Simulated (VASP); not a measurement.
Here is a VASP 6.6.1 calculation.

Contents of INCAR:

```
PREC     = Accurate       # precision mode
ENCUT    = 500            # plane-wave cutoff, eV
EDIFF    = 1E-6           # SCF threshold, eV
ISMEAR   = -1             # smearing method
SIGMA    = 0.05           # smearing width, eV
LREAL    = F              # projectors in reciprocal space
LASPH    = T              # aspherical terms in the spheres
NELM     = 120            # most SCF steps
ALGO     = Normal         # electronic algorithm
ISIF     = 2              # what is computed and relaxed
LWAVE    = F              # write WAVECAR
LCHARG   = T              # write CHGCAR
GGA      = PS             # functional
LELF     = T              # ELF
LVHAR    = T            
NBANDS   = 10             # bands
GGA_COMPAT= F
```

The input KPOINTS:

```
regular mesh
0
Gamma
  5 5 5
```

File POSCAR:

```
Cs
1.0
   -2.9964493213      2.9964493213      2.9964493213
    2.9964493213     -2.9964493213      2.9964493213
    2.9964493213      2.9964493213     -2.9964493213
Cs
1
Direct
    0.0000000000      0.0000000000      0.0000000000
```

Potentials or basis: VASP PAW PBE potentials, release 64 (Cs_sv).

Launch:

```sh
$ cat potpaw_PBE.64/Cs_sv/POTCAR > POTCAR
$ mpirun -np 1 vasp_std > vasp.out
```

**Question.** Predict the pressure.

**Answer.** 0.0 GPa.

Caveat: the PAW data sets were made with another functional, which shifts forces and pressure a little.
